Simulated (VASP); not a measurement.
# CaH5 (C2) in VASP: further runs

CaH5 is run at these levels: PBE; tasks: single point, relaxation of cell and atoms.

Everything below comes from runs of VASP 6.6.1. Logs are shortened: lines on timing, memory, paths and dates and some standing lists are left out, and cuts for length are marked.

## Step 1: The cell of the first run

The structure is monoclinic, space group C2 (No. 5). The conventional cell has a = 6.323 Å, b = 5.993 Å, c = 4.241 Å, α = 90.00°, β = 104.50°, γ = 90.00°. Within 2.6 Å of Ca (site symmetry 2) lie 3 H at 1.93 to 2.12 Å. Within 2.2 Å of H (site symmetry 1) lie 4 H at 1.63 to 1.98 Å and 1 Ca at 2.12 Å. H (site symmetry 1) has 4 H at 1.52 to 1.85 Å within 2.0 Å. H (site symmetry 2) has 4 H at 1.52 to 1.98 Å and 1 Ca at 1.93 Å within 2.0 Å.

The cell was generated, and may not be a known phase.

## Step 2: Single point, PBE

File INCAR:

```
PREC = Accurate
ENCUT = 520
EDIFF = 1E-7
ISMEAR = 0
SIGMA = 0.1
LREAL = F
LASPH = T
NELM = 60
ALGO = Normal
ISIF = 2
LWAVE = F
LCHARG = F
GGA = PE
NBANDS = 16
```

File KPOINTS:

```
regular mesh
0
Gamma
  4 4 4
```

File POSCAR:

```
CaH5
1.0
    3.1616666200     -2.9964176400      0.0000000000
    3.1616666200      2.9964176400      0.0000000000
   -1.0617163200      0.0000000000      4.1059936100
Ca H
1 5
Direct
    0.7322519600      0.2677480400      0.0000000000
    0.8066590100      0.9719172300      0.3522859400
    0.0280827700      0.1933409900      0.6477140600
    0.1978355400      0.9061170600      0.3456491300
    0.0938829400      0.8021644600      0.6543508700
    0.0539774100      0.9460225900      0.0000000000
```

Potentials or basis: VASP PAW PBE potentials, release 64 (Ca_sv, H).

Run with:

```
$ cat potpaw_PBE.64/Ca_sv/POTCAR potpaw_PBE.64/H/POTCAR > POTCAR
$ mpirun -np 1 vasp_std > vasp.out
```

OUTCAR:

```text
PREC = Accurate
   ENCUT = 520
   EDIFF = 1E-7
   ISMEAR = 0
   LREAL = F
   LASPH = T
   NELM = 60
   ISIF = 2
   GGA = PE

 ion  position               nearest neighbor table
   1  0.732  0.268  0.000-   6 1.93
   2  0.807  0.972  0.352-
   3  0.028  0.193  0.648-
   4  0.198  0.906  0.346-
   5  0.094  0.802  0.654-
   6  0.054  0.946  0.000-   1 1.93

  LATTYP: Found a base centered monoclinic cell.
 ALAT       =     6.3233332400
 B/A-ratio  =     0.9477335849
 C/A-ratio  =     0.6706969890
 COS(beta)  =    -0.2503433542

  Lattice vectors:

 A1 = (   3.1616666200,  -2.9964176400,   0.0000000000)
 A2 = (   3.1616666200,   2.9964176400,   0.0000000000)
 A3 = (  -1.0617163200,   0.0000000000,   4.1059936100)

Analysis of symmetry for initial positions (statically):
=====================================================================
 Subroutine PRICEL returns:
 Original cell was already a primitive cell.

 Routine SETGRP: Setting up the symmetry group for a
 base centered monoclinic supercell.

 Subroutine GETGRP returns: Found  2 space group operations
 (whereof  2 operations were pure point group operations)
 out of a pool of  4 trial point group operations.

The static configuration has the point symmetry C_2 .

Analysis of symmetry for dynamics (positions and initial velocities):
=====================================================================
 Subroutine PRICEL returns:
 Original cell was already a primitive cell.

 Routine SETGRP: Setting up the symmetry group for a
 base centered monoclinic supercell.

 Subroutine GETGRP returns: Found  2 space group operations
 (whereof  2 operations were pure point group operations)
 out of a pool of  4 trial point group operations.

The dynamic configuration has the point symmetry C_2 .

 Subroutine INISYM returns: Found  2 space group operations
 (whereof  2 operations are pure point group operations),
 and found     1 'primitive' translations

----------------------------------------------------------------------------------------

                                     Primitive cell

  volume of cell :      77.7977

  direct lattice vectors                    reciprocal lattice vectors
     3.161666620 -2.996417640  0.000000000     0.158144441 -0.166865925  0.040892546
     3.161666620  2.996417640  0.000000000     0.158144441  0.166865925  0.040892546
    -1.061716320  0.000000000  4.105993610     0.000000000  0.000000000  0.243546409

  length of vectors
     4.355990644  4.355990644  4.241040564     0.233508247  0.233508247  0.243546409

  position of ions in fractional coordinates (direct lattice)
     0.732251960  0.267748040  0.000000000
     0.806659010  0.971917230  0.352285940
     0.028082770  0.193340990  0.647714060
     0.197835540  0.906117060  0.345649130
     0.093882940  0.802164460  0.654350870
     0.053977410  0.946022590  0.000000000

  ion indices of the primitive-cell ions
   primitive index   ion index
                 1           1
                 2           2
                 3           3
                 4           4
                 5           5
                 6           6

----------------------------------------------------------------------------------------

 KPOINTS: regular mesh

Automatic generation of k-mesh.
 Grid dimensions read from file:
 generate k-points for:    4    4    4

 Generating k-lattice:

  Cartesian coordinates                     Fractional coordinates (reciprocal lattice)
     0.039536110 -0.041716481  0.010223137     0.250000000  0.000000000  0.000000000
     0.039536110  0.041716481  0.010223137     0.000000000  0.250000000  0.000000000
     0.000000000  0.000000000  0.060886602     0.000000000  0.000000000  0.250000000

  Length of vectors
     0.058377062  0.058377062  0.060886602

  Shift w.r.t. Gamma in fractional coordinates (k-lattice)
     0.000000000  0.000000000  0.000000000

 Subroutine IBZKPT returns following result:
 ===========================================

 Found     24 irreducible k-points:

 Following reciprocal coordinates:
            Coordinates               Weight
  0.000000  0.000000  0.000000      1.000000
  0.250000  0.000000  0.000000      4.000000
  0.500000  0.000000  0.000000      2.000000
  0.250000  0.250000  0.000000      2.000000
  0.500000  0.250000  0.000000      4.000000
 -0.250000  0.250000  0.000000      2.000000
[... 16 lines left out ...]
 -0.250000  0.250000  0.500000      2.000000
  0.500000  0.500000  0.500000      1.000000
   k-points           NKPTS =     24   k-points in BZ     NKDIM =     24   number of bands    NBANDS=     16
   number of dos      NEDOS =    301   number of ions     NIONS =      6
   total plane-waves  NPLWV =  32768
   dimension x,y,z NGX =    32 NGY =   32 NGZ =   32
   dimension x,y,z NGXF=    64 NGYF=   64 NGZF=   64
   ions per type =               1   5
   NGX,Y,Z   is equivalent  to a cutoff of  12.21, 12.21, 12.54 a.u.
   NGXF,Y,Z  is equivalent  to a cutoff of  24.43, 24.43, 25.09 a.u.
 SYSTEM =  unknown system
   PREC   = accura    normal or accurate (medium, high low for compatibility)
   ISTART =      0    job   : 0-new  1-cont  2-samecut
   ICHARG =      2    charge: 1-file 2-atom 10-const
   ISPIN  =      1    spin polarized calculation?
   LNONCOLLINEAR =      F non collinear calculations
   LSORBIT =      F    spin-orbit coupling
   LASPH  =      T    aspherical Exc in radial PAW
   ENCUT  =  520.0 eV  38.22 Ry    6.18 a.u.   8.10  8.10  7.89*2*pi/ulx,y,z
   NELM   =     60;   NELMIN=  2; NELMDL= -5     # of ELM steps
   EDIFF  = 0.1E-06   stopping-criterion for ELM
   LREAL  =      F    real-space projection
   EDIFFG = 0.1E-05   stopping-criterion for IOM
   NSW    =      0    number of steps for IOM
   IBRION =     -1    ionic relax: 0-MD 1-quasi-New 2-CG
   NFREE  =      0    steps in history (QN), initial steepest desc. (CG)
   ISIF   =      2    stress and relaxation
   ISYM   =      2    0-nonsym 1-usesym 2-fastsym
   POTIM  = 0.5000    time-step for ionic-motion
   TEBEG  =    0.0;   TEEND  =   0.0 temperature during run
   PSTRESS=    0.0 pullay stress
   NELECT =      15.0000    total number of electrons
   NUPDOWN=      -1.0000    fix difference up-down
   EMIN   =  10.00;   EMAX   =-10.00  energy-range for DOS
   EFERMI =   0.00;   METHOD = LEGACY
   ISMEAR =     0;   SIGMA  =   0.10  broadening in eV -4-tet -1-fermi 0-gaus
   EFERMI_NEDOS =   21; number of points for ismear=-14 and -15
   IALGO  =     38    algorithm
   IMIX   =      4    mixing-type and parameters
     AMIX     =   0.40;   BMIX     =  1.00
     AMIX_MAG =   1.60;   BMIX_MAG =  1.00
  volume/ion in A,a.u.               =      12.97        87.50
  Fermi-wavevector in a.u.,A,eV,Ry     =   0.945765  1.787236 12.170011  0.894471
  Thomas-Fermi vector in A             =   2.073698
   LORBIT       =      0    0 simple, 1 ext, 2 COOP (PROOUT), +10 PAW based schemes
   GGA     = PE    functional components
   LHFCALC =     F    Hartree Fock is set to
   AEXX    =    0.0000 exact exchange contribution
   IVDW    =     0    specifies the selected vdW correction
   LEPSILON=     F    determine dielectric tensor
   LRPA    =     F    only Hartree local field effects (RPA)
 non-spin polarized calculation
 Gauss-broadening in eV      SIGMA  =   0.10
  energy-cutoff  :      520.00
  volume of cell :       77.80
 maximum number of plane-waves:      2110
   NGX = 17   NGY = 17   NGZ = 15

 number of electron      15.0000000 magnetization

 Free energy of the ion-electron system (eV)
  ---------------------------------------------------
  ext. energy  EPLUGINS =         0.00000000
  ---------------------------------------------------
  free energy    TOTEN  =       -14.15376874 eV

  energy without entropy =      -14.14525315  energy(sigma->0) =      -14.14951094

 E-fermi :  -0.1411     XC(G=0):  -7.3344

 val. band max:       -0.2969488349   @ k =  -0.2500   0.2500   0.0000
 cond. band min:      -0.1268065086   @ k =   0.5000   0.0000   0.0000
 fundamental gap:      0.1701423264
 Fermi energy:        -0.1411093767

 k-point     1 :       0.0000    0.0000    0.0000
  band No.  band energies     occupation
      1     -41.3855      2.00000
      2     -22.4645      2.00000
      3     -22.4437      2.00000
      4     -22.2937      2.00000
      5      -7.8792      2.00000
      6      -1.9439      2.00000
[... 8 lines left out ...]
     15       4.8020      0.00000
     16       5.5838      0.00000

 k-point     2 :       0.2500    0.0000    0.0000
  band No.  band energies     occupation
      1     -41.3849      2.00000
      2     -22.4725      2.00000
      3     -22.4459      2.00000
      4     -22.2949      2.00000
      5      -7.6559      2.00000
      6      -2.3560      2.00000
[... 8 lines left out ...]
     15       4.6695      0.00000
     16       6.4210      0.00000

 k-point     3 :       0.5000    0.0000    0.0000
  band No.  band energies     occupation
      1     -41.3844      2.00000
      2     -22.4825      2.00000
      3     -22.4463      2.00000
      4     -22.2958      2.00000
      5      -7.3922      2.00000
      6      -2.9274      2.00000
[... 8 lines left out ...]
     15       4.8733      0.00000
     16       6.9508      0.00000

 k-point     4 :       0.2500    0.2500    0.0000
  band No.  band energies     occupation
      1     -41.3844      2.00000
      2     -22.4764      2.00000
      3     -22.4512      2.00000
      4     -22.2962      2.00000
      5      -7.4812      2.00000
      6      -2.5173      2.00000
[... 8 lines left out ...]
     15       5.0068      0.00000
     16       7.3584      0.00000

 k-point     5 :       0.5000    0.2500    0.0000
  band No.  band energies     occupation
      1     -41.3839      2.00000
      2     -22.4840      2.00000
      3     -22.4537      2.00000
      4     -22.2971      2.00000
      5      -7.2409      2.00000
      6      -2.8749      2.00000
[... 8 lines left out ...]
     15       5.0245      0.00000
     16       7.1057      0.00000

 k-point     6 :      -0.2500    0.2500    0.0000
  band No.  band energies     occupation
      1     -41.3844      2.00000
      2     -22.4771      2.00000
      3     -22.4511      2.00000
      4     -22.2961      2.00000
      5      -7.4449      2.00000
      6      -2.5494      2.00000
[... 8 lines left out ...]
     15       4.8724      0.00000
     16       6.2290      0.00000
[... 267 lines left out ...]
 k-point    21 :       0.2500    0.2500    0.5000
  band No.  band energies     occupation
      1     -41.3828      2.00000
      2     -22.4711      2.00000
      3     -22.4528      2.00000
      4     -22.3298      2.00000
      5      -6.1209      2.00000
      6      -5.0872      2.00000
[... 8 lines left out ...]
     15       5.8547      0.00000
     16       6.5525      0.00000

 k-point    22 :       0.5000    0.2500    0.5000
  band No.  band energies     occupation
      1     -41.3823      2.00000
      2     -22.4781      2.00000
      3     -22.4542      2.00000
      4     -22.3310      2.00000
      5      -5.9312      2.00000
      6      -4.9388      2.00000
[... 8 lines left out ...]
     15       6.3438      0.00000
     16       6.5854      0.00000

 k-point    23 :      -0.2500    0.2500    0.5000
  band No.  band energies     occupation
      1     -41.3828      2.00000
      2     -22.4717      2.00000
      3     -22.4529      2.00000
      4     -22.3296      2.00000
      5      -6.0816      2.00000
      6      -5.0573      2.00000
[... 8 lines left out ...]
     15       5.9150      0.00000
     16       6.7811      0.00000

 k-point    24 :       0.5000    0.5000    0.5000
  band No.  band energies     occupation
      1     -41.3818      2.00000
      2     -22.4817      2.00000
      3     -22.4582      2.00000
      4     -22.3323      2.00000
      5      -5.7398      2.00000
      6      -4.8927      2.00000
[... 8 lines left out ...]
     15       4.7660      0.00000
     16       6.5860      0.00000

------------------------ aborting loop because EDIFF is reached ----------------------------------------

  FORCE on cell =-STRESS in cart. coord.  units (eV):
  Direction    XX          YY          ZZ          XY          YZ          ZX
  --------------------------------------------------------------------------------------
  -------------------------------------------------------------------------------------
  Total       -2.8415194      1.5065967     -6.1893406      0.0000000      0.0000000     -0.1293658
  in kB      -58.5186808     31.0270802   -127.4642168      0.0000000      0.0000000     -2.6641783
  external PRESSURE =     -51.6519391 kB  Pullay stress =       0.0000000 kB

 VOLUME and BASIS-vectors are now :
 -----------------------------------------------------------------------------
  energy-cutoff  :      520.00
  volume of cell :       77.80
      direct lattice vectors                 reciprocal lattice vectors
     3.161666620 -2.996417640  0.000000000     0.158144441 -0.166865925  0.040892546
     3.161666620  2.996417640  0.000000000     0.158144441  0.166865925  0.040892546
    -1.061716320  0.000000000  4.105993610     0.000000000  0.000000000  0.243546409

 POSITION                                       TOTAL-FORCE (eV/Angst)
 -----------------------------------------------------------------------------------
      3.16167     -1.39185      0.00000         0.000000      1.663622      0.000000
      5.24924      0.49518      1.44648        -0.628949      0.588090      0.334366
      0.01238      0.49518      2.65951         0.628949      0.588090     -0.334366
      3.12335      2.12231      1.41923        -0.453753     -0.198091     -0.144690
      2.13827      2.12231      2.68676         0.453753     -0.198091      0.144690
      3.16167      2.67294      0.00000        -0.000000     -2.443621      0.000000
 -----------------------------------------------------------------------------------
    total drift:                               -0.000000      0.000410     -0.000000

  FREE ENERGIE OF THE ION-ELECTRON SYSTEM (eV)
  ---------------------------------------------------
  free  energy   TOTEN  =       -14.1537687402 eV

  energy  without entropy=      -14.1452531465  energy(sigma->0) =      -14.14951094
```

Wall time 11 s (1 thread of Intel Xeon 6975P-C (Granite Rapids), shared host); peak memory 0.18 GiB.

Results:

```
Free energy            : -14.1538 eV
Pressure               : -5.2 GPa
Largest force          : 2.444 eV/Å
Band gap on the k mesh : zero (an odd number of electrons rules out a gap without spin polarisation)
```

Forces on the atoms (eV/Å):
```
Ca   0.000  1.664  0.000
H   -0.629  0.588  0.334
H    0.629  0.588 -0.334
H   -0.454 -0.198 -0.145
H    0.454 -0.198  0.145
H    0.000 -2.444  0.000
```

Stress tensor (GPa, compression positive):
```
 -5.85   0.00  -0.27
  0.00   3.10   0.00
 -0.27   0.00 -12.75
```

Caveat: the k points lie up to 0.38 Å⁻¹ apart, too coarse for converged energies and pressures of a metal; an odd number of electrons without spin polarisation forces a metal; a magnetic or distorted state may lie lower.

## Step 3: Relaxation of cell and atoms, PBE

File INCAR:

```
  PREC = Accurate
  ENCUT = 600
  EDIFF = 1E-7
  ISMEAR = 0
  SIGMA = 0.1
  LREAL = False
  LASPH = True
  NELM = 60
  ALGO = Normal
  ISIF = 3
  LWAVE = False
  LCHARG = False
  GGA = PE
  IBRION = 2
  NSW = 90
  EDIFFG = -0.04
```

File KPOINTS:

```
Automatic mesh
0
Gamma
  4 4 4
```

POSCAR is that of step 2.

Potentials or basis: VASP PAW PBE potentials, release 64 (Ca_sv, H).

Run with:

```
$ cat potpaw_PBE.64/Ca_sv/POTCAR potpaw_PBE.64/H/POTCAR > POTCAR
$ mpirun -np 1 vasp_std > vasp.out
```

It took 5.5 min on 1 thread of Intel Xeon 6975P-C (Granite Rapids), shared host; peak memory 0.22 GiB.

It converged, with:

```yaml
Free_energy: -17.6438 eV
Relaxed_volume: 8.05 Å³/atom
Relaxed_cell: a = 3.898 Å, b = 3.898 Å, c = 3.267 Å, α = 98.48°, β = 98.48°, γ = 94.64°
Space_group_after_relaxing_to_0.1_Å: C2 (No. 5)
Energy_gained_by_relaxing: 581.5 meV/atom
Ionic_steps: 38
Pressure_after_relaxing: -0.1 GPa
Largest_force_after_relaxing: 0.036 eV/Å
Band_gap_on_the_k_mesh: zero (an odd number of electrons rules out a gap without spin polarisation)
```

Forces on the atoms (eV/Å):
```
Ca   0.000  0.012  0.000
H    0.005 -0.018  0.007
H   -0.005 -0.018 -0.007
H   -0.015  0.016  0.029
H    0.015  0.016 -0.029
H    0.000 -0.007  0.000
```

Stress tensor (GPa, compression positive):
```
-0.09  0.00  0.06
 0.00  0.14  0.00
 0.06  0.00 -0.29
```

The path:
```tsv
step	energy change (eV)	largest force (eV/Å)	pressure (GPa)	volume (Å³)
1	0.0000	2.4429	-5.09	77.80
2	-0.8684	1.7198	-6.26	73.18
3	-2.5801	0.6814	-4.08	59.60
4	-2.7301	0.6106	0.11	53.22
5	-2.7424	0.6062	-0.70	54.23
6	-2.9681	0.5543	-0.75	52.71
7	-3.1547	0.3051	0.22	49.71
8	-3.1983	0.2189	0.83	49.56
9	-3.2082	0.2075	1.39	49.44
10	-3.2494	0.1933	0.19	50.82
11	-3.2787	0.1980	-1.54	53.17
12	-3.3164	0.1421	-0.74	52.57
13	-3.3383	0.1860	1.09	51.15
14	-3.3428	0.1447	0.47	51.61
15	-3.3551	0.0873	-0.27	52.07
16	-3.3563	0.0852	-0.59	52.28
17	-3.3635	0.0573	0.12	51.61
18	-3.3638	0.0658	0.33	51.43
19	-3.3689	0.0792	0.16	51.64
20	-3.3832	0.1945	-0.04	52.27
21	-3.3856	0.1990	-0.06	52.34
22	-3.3883	0.2080	-0.05	52.51
23	-3.3920	0.1986	-0.14	52.52
24	-3.4013	0.1706	-0.39	52.56
25	-3.4103	0.1180	-0.84	52.63
26	-3.4169	0.1070	-0.49	52.15
27	-3.4271	0.1444	0.61	50.70
28	-3.4334	0.0979	0.47	50.58
29	-3.4461	0.0883	0.07	50.20
30	-3.4446	0.2946	-0.50	49.39
31	-3.4497	0.1665	-0.21	49.85
32	-3.4557	0.1602	-0.19	49.64
33	-3.4699	0.1459	-0.09	48.97
34	-3.4735	0.1746	0.31	47.48
35	-3.4773	0.1390	0.09	48.24
36	-3.4838	0.0928	0.04	48.26
37	-3.4871	0.0933	0.00	48.29
38	-3.4890	0.0358	-0.08	48.30
```

Final structure:
```
Ca H
1.0
     2.64128   -2.86588    0.08757
     2.64128    2.86588    0.08757
    -0.81591    0.00000    3.16312
Ca H
1 5
Cartesian
  2.6413 -1.2483 0.0876
  3.5762 0.5933 1.4078
  0.8905 0.5933 1.9304
  2.3830 2.0925 1.0892
  2.0836 2.0925 2.2491
  2.6413 2.1089 0.0876
```

Levels at points of the mesh, in eV from the Fermi level:
```csv
k point,band 4,band 5,band 6,band 7,band 8,band 9,band 10,band 11
"(0.00, 0.00, 0.00)",-21.55,-10.08,-2.12,-1.65,2.74,3.58,4.17,4.20
"(0.50, 0.00, 0.00)",-21.55,-9.32,-4.04,-1.20,2.31,3.17,3.86,5.11
"(0.50, 0.50, 0.00)",-21.54,-9.06,-3.28,-2.38,1.18,3.61,3.98,5.34
"(0.00, 0.00, 0.50)",-21.62,-6.77,-6.47,-0.43,0.71,2.22,3.38,3.63
"(0.50, 0.00, 0.50)",-21.61,-6.38,-6.00,-2.21,-0.16,2.09,3.39,4.60
"(0.50, 0.50, 0.50)",-21.67,-6.41,-5.04,-2.57,-2.35,3.50,3.78,5.49
```

Caveat: the k points lie up to 0.49 Å⁻¹ apart in the final cell, too coarse for converged energies and pressures of a metal; the volume moved by over 15 % at a fixed basis, so the end points are rough; an odd number of electrons without spin polarisation forces a metal; a magnetic or distorted state may lie lower.

The gap in the log of VASP goes by the Fermi energy; the results here count the filled bands.